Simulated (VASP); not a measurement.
# Hf3N2 (R-3m) in VASP: single point with PBEsol

Aim: the single point of Hf3N2 with PBEsol.

All numbers are computed with VASP 6.6.1; they aren't measurements. Logs are shortened: lines on timing, memory, paths and dates and some standing lists are left out, and cuts for length are marked.

### Step 1. The cell of the first run

The structure is trigonal, space group R-3m (No. 166). Conventional cell: a = 3.226 Å, b = 3.226 Å, c = 23.387 Å, α = 90.00°, β = 90.00°, γ = 120.00°. Hf (site symmetry 3m) has 3 N at 2.30 Å within 3.0 Å. Within 3.0 Å of Hf (site symmetry -3m) lie 6 N at 2.27 Å. N (site symmetry 3m) has 6 Hf at 2.27 to 2.30 Å within 3.0 Å.

### Step 2. Single point, PBEsol

INCAR reads:

```
SYSTEM = Hf3N2
PREC = Accurate ; ENCUT = 520
EDIFF = 1E-6 ; ISMEAR = 0
SIGMA = 0.1 ; LREAL = .False.
LASPH = .True. ; NELM = 60
ALGO = Normal ; ISIF = 2
LWAVE = .False. ; LCHARG = .False.
GGA = PS ; NBANDS = 28
```

KPOINTS reads:

```
Automatic mesh
0
Gamma
  12 12 12
  0 0 0
```

POSCAR reads:

```
Hf3N2
1.0
    1.6127649209      0.9311302612      7.7956450293
   -1.6127649209      0.9311302612      7.7956450293
    0.0000000000     -1.8622605224      7.7956450293
Hf N
3 2
Direct
    0.7792855445      0.7792855445      0.7792855445
    0.2207144555      0.2207144555      0.2207144555
    0.0000000000      0.0000000000      0.0000000000
    0.6114926723      0.6114926723      0.6114926723
    0.3885073277      0.3885073277      0.3885073277
```

Potentials or basis: VASP PAW PBE potentials, release 64 (Hf_pv, N).

Started as:

```bash
cat potpaw_PBE.64/Hf_pv/POTCAR potpaw_PBE.64/N/POTCAR > POTCAR
mpirun -np 1 vasp_std > vasp.out
```

OUTCAR:

```text
SYSTEM = Hf3N2
   PREC = Accurate
   ENCUT = 520
   EDIFF = 1E-6
   ISMEAR = 0
   LREAL = .False.
   LASPH = .True.
   NELM = 60
   ISIF = 2
   GGA = PS

 ion  position               nearest neighbor table
   1  0.779  0.779  0.779-   5 2.30   5 2.30   5 2.30   2 3.14   2 3.14   2 3.14   3 3.23   3 3.23
                             3 3.23
   2  0.221  0.221  0.221-   4 2.30   4 2.30   4 2.30   1 3.14   1 3.14   1 3.14   3 3.23   3 3.23
                             3 3.23
   3  0.000  0.000  0.000-   4 2.27   5 2.27   4 2.27   4 2.27   5 2.27   5 2.27   2 3.23   1 3.23
                             2 3.23   1 3.23   2 3.23   1 3.23
   4  0.611  0.611  0.611-   3 2.27   3 2.27   3 2.27   2 2.30   2 2.30   2 2.30
   5  0.389  0.389  0.389-   3 2.27   3 2.27   3 2.27   1 2.30   1 2.30   1 2.30

  LATTYP: Found a trigonal (rhomboedric) cell.
 ALAT       =     8.0149919324
 COS(alpha) =     0.9190222037

  Lattice vectors:

 A1 = (   1.6127649209,   0.9311302612,   7.7956450293)
 A2 = (  -1.6127649209,   0.9311302612,   7.7956450293)
 A3 = (   0.0000000000,  -1.8622605224,   7.7956450293)

Analysis of symmetry for initial positions (statically):
=====================================================================
 Subroutine PRICEL returns:
 Original cell was already a primitive cell.

 Routine SETGRP: Setting up the symmetry group for a
 trigonal (rhombohedral) supercell.

 Subroutine GETGRP returns: Found 12 space group operations
 (whereof 12 operations were pure point group operations)
 out of a pool of 12 trial point group operations.

The static configuration has the point symmetry D_3d.

Analysis of symmetry for dynamics (positions and initial velocities):
=====================================================================
 Subroutine PRICEL returns:
 Original cell was already a primitive cell.

 Routine SETGRP: Setting up the symmetry group for a
 trigonal (rhombohedral) supercell.

 Subroutine GETGRP returns: Found 12 space group operations
 (whereof 12 operations were pure point group operations)
 out of a pool of 12 trial point group operations.

The dynamic configuration has the point symmetry D_3d.

 Subroutine INISYM returns: Found 12 space group operations
 (whereof 12 operations are pure point group operations),
 and found     1 'primitive' translations

----------------------------------------------------------------------------------------

                                     Primitive cell

  volume of cell :      70.2401

  direct lattice vectors                    reciprocal lattice vectors
[... 97 lines left out ...]
   IBRION =     -1    ionic relax: 0-MD 1-quasi-New 2-CG
   NFREE  =      0    steps in history (QN), initial steepest desc. (CG)
   ISIF   =      2    stress and relaxation
   ISYM   =      2    0-nonsym 1-usesym 2-fastsym
   POTIM  = 0.5000    time-step for ionic-motion
   TEBEG  =    0.0;   TEEND  =   0.0 temperature during run
   PSTRESS=    0.0 pullay stress
   NELECT =      40.0000    total number of electrons
   NUPDOWN=      -1.0000    fix difference up-down
   EMIN   =  10.00;   EMAX   =-10.00  energy-range for DOS
   EFERMI =   0.00;   METHOD = LEGACY
   ISMEAR =     0;   SIGMA  =   0.10  broadening in eV -4-tet -1-fermi 0-gaus
   EFERMI_NEDOS =   21; number of points for ismear=-14 and -15
   IALGO  =     38    algorithm
   IMIX   =      4    mixing-type and parameters
     AMIX     =   0.40;   BMIX     =  1.00
     AMIX_MAG =   1.60;   BMIX_MAG =  1.00
  volume/ion in A,a.u.               =      14.05        94.80
  Fermi-wavevector in a.u.,A,eV,Ry     =   1.356958  2.564280 25.052901  1.841336
  Thomas-Fermi vector in A             =   2.483918
   LORBIT       =      0    0 simple, 1 ext, 2 COOP (PROOUT), +10 PAW based schemes
   GGA     = PS    functional components
   LHFCALC =     F    Hartree Fock is set to
   AEXX    =    0.0000 exact exchange contribution
   IVDW    =     0    specifies the selected vdW correction
   LEPSILON=     F    determine dielectric tensor
   LRPA    =     F    only Hartree local field effects (RPA)
 non-spin polarized calculation
 Gauss-broadening in eV      SIGMA  =   0.10
  energy-cutoff  :      520.00
  volume of cell :       70.24
 maximum number of plane-waves:      1918
   NGX = 29   NGY = 29   NGZ = 29

 number of electron      40.0000000 magnetization

 Free energy of the ion-electron system (eV)
  ---------------------------------------------------
  ext. energy  EPLUGINS =         0.00000000
  ---------------------------------------------------
  free energy    TOTEN  =       -56.75499957 eV

  energy without entropy =      -56.74823491  energy(sigma->0) =      -56.75161724

 E-fermi :   6.3541     XC(G=0): -12.2885

 val. band max:        6.3452459888   @ k =   0.1667   0.1667   0.1667
 cond. band min:       6.3570494986   @ k =  -0.3333  -0.4167   0.2500
 fundamental gap:      0.0118035098
 Fermi energy:         6.3541019981

 k-point     1 :       0.0000    0.0000    0.0000
  band No.  band energies     occupation
      1     -25.1178      2.00000
      2     -24.6583      2.00000
      3     -24.6583      2.00000
      4     -24.3633      2.00000
      5     -23.8661      2.00000
      6     -23.8058      2.00000
[... 733 lines left out ...]
     27      11.2911      0.00000
     28      12.0134      0.00000

 [... further k-points ...]

------------------------ aborting loop because EDIFF is reached ----------------------------------------

  FORCE on cell =-STRESS in cart. coord.  units (eV):
  Direction    XX          YY          ZZ          XY          YZ          ZX
  --------------------------------------------------------------------------------------
  -------------------------------------------------------------------------------------
  Total       -3.6202481     -3.6202481     -3.5962603      0.0000000      0.0000000      0.0000000
  in kB      -82.5779510    -82.5779510    -82.0307884      0.0000000      0.0000000      0.0000000
  external PRESSURE =     -82.3955635 kB  Pullay stress =       0.0000000 kB

 VOLUME and BASIS-vectors are now :
 -----------------------------------------------------------------------------
  energy-cutoff  :      520.00
  volume of cell :       70.24
      direct lattice vectors                 reciprocal lattice vectors
     1.612764921  0.931130261  7.795645029     0.310026584  0.178993932  0.042758916
    -1.612764921  0.931130261  7.795645029    -0.310026584  0.178993932  0.042758916
     0.000000000 -1.862260522  7.795645029     0.000000000 -0.357987864  0.042758916

 POSITION                                       TOTAL-FORCE (eV/Angst)
 -----------------------------------------------------------------------------------
      0.00000      0.00000     18.22510         0.000000      0.000000     -0.329945
      0.00000      0.00000      5.16183         0.000000     -0.000000      0.329945
      0.00000      0.00000      0.00000        -0.000000      0.000000     -0.000000
      0.00000      0.00000     14.30094         0.000000      0.000000     -0.021373
      0.00000      0.00000      9.08600         0.000000     -0.000000      0.021373
 -----------------------------------------------------------------------------------
    total drift:                                0.000000     -0.000000      0.000000

  FREE ENERGIE OF THE ION-ELECTRON SYSTEM (eV)
  ---------------------------------------------------
  free  energy   TOTEN  =       -56.7549995671 eV

  energy  without entropy=      -56.7482349108  energy(sigma->0) =      -56.75161724
```

stdout:

```text
POSCAR found type information on POSCAR HfN
 POSCAR found :  2 types and       5 ions
 scaLAPACK will be used
 -----------------------------------------------------------------------------
|                                                                             |
|                                                                             |
|     You enforced a specific xc type in the INCAR file but a different       |
|     I HOPE YOU KNOW WHAT YOU ARE DOING!                                     |
|                                                                             |
 -----------------------------------------------------------------------------

 LDA part: xc-table for (Slater+PW92), standard interpolation
 POSCAR, INCAR and KPOINTS ok, starting setup
 FFT: planning ... GRIDC
 FFT: planning ... GRID_SOFT
 FFT: planning ... GRID
 WAVECAR not read
 entering main loop
```

It took 38 min on 1 thread of Intel Xeon 8259CL, shared host; peak memory 0.68 GiB.

Results:

```yaml
Free_energy: -56.7550 eV
Pressure: -8.2 GPa
Largest_force: 0.330 eV/Å
Band_gap_on_the_k_mesh: zero (bands 20 and 21 overlap by 1.07 eV)
```

Forces on the atoms (eV/Å):
```
Hf   0.000  0.000 -0.330
Hf   0.000  0.000  0.330
Hf   0.000  0.000  0.000
N    0.000  0.000 -0.021
N    0.000  0.000  0.021
```

Levels at points of the mesh, in eV from the Fermi level:
```csv
k point,band 16,band 17,band 18,band 19,band 20,band 21,band 22,band 23,band 24,band 25
"(0.00, 0.00, 0.00)",-3.50,-3.50,-3.05,0.31,0.55,0.78,0.78,1.85,1.85,2.08
"(0.50, 0.00, 0.00)",-4.63,-3.86,-2.35,-0.95,-0.47,-0.39,2.75,3.23,4.11,4.40
"(0.50, 0.50, 0.00)",-4.61,-3.97,-2.88,-0.87,-0.26,0.57,1.84,3.16,4.02,4.28
"(0.50, 0.50, 0.50)",-3.59,-3.59,-1.68,-0.93,0.48,0.48,1.36,1.53,2.72,2.72
```

Caveat: the cell stands under tension; the PAW data sets were made with another functional, which shifts forces and pressure a little; spin-orbit coupling is left out, which moves the levels of the heavy elements.
